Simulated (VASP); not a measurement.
## In: single point with PBE

In:

```
CELL_PARAMETERS angstrom
1.41226 -2.63670 0.00000
1.41226 2.63670 0.00000
0.00000 0.00000 4.11759
ATOMIC_POSITIONS crystal
In 0.00000 0.00000 0.00000
```

```
Program                : VASP 6.6.1
Task                   : single point
Functional             : PBE
Potentials or basis    : VASP PAW PBE potentials, release 64 (In_d)
Cutoff                 : 520 eV
k mesh                 : 8 × 8 × 4
Occupations            : gaussian, width 0.1 eV
Spin                   : no spin polarisation
Dipole correction      : no
Further INCAR settings : ALGO = Normal; EDIFF = 1e-06; NBANDS = 12
```

```yaml
Pressure: 6.6 GPa
```

Stress tensor (GPa, compression positive):
```
13.22  0.00  0.00
 0.00 10.44  0.00
 0.00  0.00 -3.99
```

Levels at points of the mesh, in eV from the Fermi level:
| k point | band 4 | band 5 | band 6 | band 7 | band 8 | band 9 | band 10 | band 11 |
| --- | --- | --- | --- | --- | --- | --- | --- | --- |
| (0.00, 0.00, 0.00) | -14.41 | -14.35 | -9.15 | 0.62 | 4.21 | 12.43 | 14.84 | 15.30 |
| (0.50, 0.00, 0.00) | -14.40 | -14.07 | -2.70 | -2.07 | 6.12 | 7.62 | 8.90 | 9.75 |
| (0.50, 0.50, 0.00) | -14.42 | -14.14 | -3.13 | -3.09 | 5.28 | 8.41 | 9.20 | 9.69 |
| (0.00, 0.00, 0.50) | -14.42 | -14.35 | -8.37 | -3.22 | 12.47 | 13.02 | 14.94 | 15.48 |
| (0.50, 0.00, 0.50) | -14.36 | -14.07 | -2.15 | -1.12 | 2.26 | 4.84 | 8.23 | 13.04 |
| (0.50, 0.50, 0.50) | -14.37 | -14.14 | -2.51 | -2.24 | 1.48 | 4.27 | 10.33 | 14.99 |

It took 5.9 s on 1 thread of Intel(R) Xeon(R) 6975P-C (Granite Rapids) (shared host), peak memory 0.15 GiB.

Caveat: the k points lie up to 0.38 Å⁻¹ apart; spin-orbit coupling is left out, which moves the levels of the heavy elements.
